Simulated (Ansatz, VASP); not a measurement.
**One calculation of Ga, two programs**

```
CELL_PARAMETERS angstrom
1.45960 -4.09192 0.00000
1.45960 4.09192 0.00000
0.00000 0.00000 3.19099
ATOMIC_POSITIONS crystal
Ga 0.86700 0.13300 0.25000
Ga 0.13300 0.86700 0.75000
```

Change from the starting cell: volume scaled by 1.02, crystal datasets.

Alike in both runs: task electric field gradients; functional LDA; k mesh 12 × 12 × 10; occupations fermi-dirac, width 0.08 eV; no spin polarisation.

|  | VASP | Ansatz |
| --- | --- | --- |
| version | VASP 6.6.1 | Ansatz 0.2.0 |
| potentials or method | VASP PAW LDA potentials, release 64 (Ga_d), cutoff 520 eV | all-electron PAW with datasets made for the crystal, scalar-relativistic |

Ansatz gave:

* pressure (GPa): -4.6
* traceless stress, the component that is largest in VASP (GPa): -1.89
* rms of the force components (eV/Å): 0.096
* size of Vzz on the site where it differs most (V/Å²): 27.8

**Question.** What did VASP give for the same quantities?

**Answer.** Pressure (GPa): -4.6; traceless stress, the component that is largest in VASP (GPa): -1.90; rms of the force components (eV/Å): 0.098; size of Vzz on the site where it differs most (V/Å²): 27.1.

LDA's correlation is that of Perdew and Zunger in VASP and of Perdew and Wang (1992) in Ansatz. Atom by atom the forces differ by 0.002 eV/Å (rms over components). Ansatz ran all-electron here, and VASP with PAW potentials. Ansatz's warnings: printed levels off.
